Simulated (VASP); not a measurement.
Hf, 1 atom in the cell. It takes space group Fm-3m (No. 225, cubic). The conventional cell has a = 4.085 Å, b = 4.085 Å, c = 4.085 Å, α = 90.00°, β = 90.00°, γ = 90.00°. Hf (site symmetry m-3m) has 12 Hf at 2.89 Å within 3.8 Å.  This cell differs from its parent crystal: strain -0.080 along x and y, -0.080 along z.

| Quantity | Value |
| --- | --- |
| Program | VASP 6.6.1 |
| Task | single point |
| Functional | PBE |
| Potentials or basis | VASP PAW PBE potentials, release 64 (Hf_pv) |
| Cutoff | 520 eV |
| k mesh | 18 × 18 × 18 |
| Occupations | gaussian, width 0.15 eV |
| Spin | no spin polarisation |
| Dipole correction | no |
| Further INCAR settings | ALGO = Normal; EDIFF = 1e-07; NBANDS = 11 |

Potentials or basis: VASP PAW PBE potentials, release 64 (Hf_pv).

Run with:

```bash
$ cat potpaw_PBE.64/Hf_pv/POTCAR > POTCAR
$ mpirun -np 1 vasp_std > vasp.out
```

Hardware: 1 thread of Intel(R) Xeon(R) Platinum 8559C (Emerald Rapids) (shared host).

Estimate the wall time of this run.

Run time: 15 s on 1 thread of Intel(R) Xeon(R) Platinum 8559C (Emerald Rapids) (shared host), peak memory 0.16 GiB. Counts: scf iterations 12, k points 195.
